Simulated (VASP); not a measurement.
Set up this calculation in VASP 6.6.1, as the native input.

| Item | Value |
| --- | --- |
| Task | single point |
| Functional | PBEsol |
| Potentials or basis | VASP PAW PBE potentials, release 64 (Si) |
| Cutoff | 520 eV |
| k mesh | 14 × 14 × 14 |
| Occupations | gaussian, width 0.05 eV |
| Spin | no spin polarisation |
| Dipole correction | no |
| Further INCAR settings | ALGO = Normal; EDIFF = 1e-06; NBANDS = 11 |

The structure of Si lies in POSCAR:

```
Si
1.0
    0.0000000000      2.7161497812      2.7161497812
    2.7161497812      0.0000000000      2.7161497812
    2.7161497812      2.7161497812      0.0000000000
Si
2
Direct
    0.5000000000      0.5000000000      0.5000000000
    0.7500000000      0.7500000000      0.7500000000
```

These files were run (other wordings do the same):

INCAR

```
ALGO = Normal ; EDIFF = 1E-6
ENCUT = 520 ; GGA = PS
ISIF = 2 ; ISMEAR = 0
LASPH = T ; LCHARG = F
LREAL = F ; LWAVE = F
NBANDS = 11 ; NELM = 80
PREC = Accurate ; SIGMA = 0.05
```

KPOINTS

```
k-points
0
Gamma
  14 14 14
```

Potentials or basis: VASP PAW PBE potentials, release 64 (Si).

The run is started by

```bash
$ cat potpaw_PBE.64/Si/POTCAR > POTCAR
$ mpirun -np 1 vasp_std > vasp.out
```

It gave:

```yaml
Pressure: 0.2 GPa
Band_gap_on_the_k_mesh: 0.46 eV, indirect (least direct gap 2.52 eV)
```

Caveat: the PAW data sets were made with another functional, which shifts forces and pressure a little.

Wall time 46 s on 1 thread of Intel(R) Xeon(R) Platinum 8259CL CPU @ 2.50GHz (Skylake/Cascade Lake), on a shared host, peak memory 0.18 GiB.
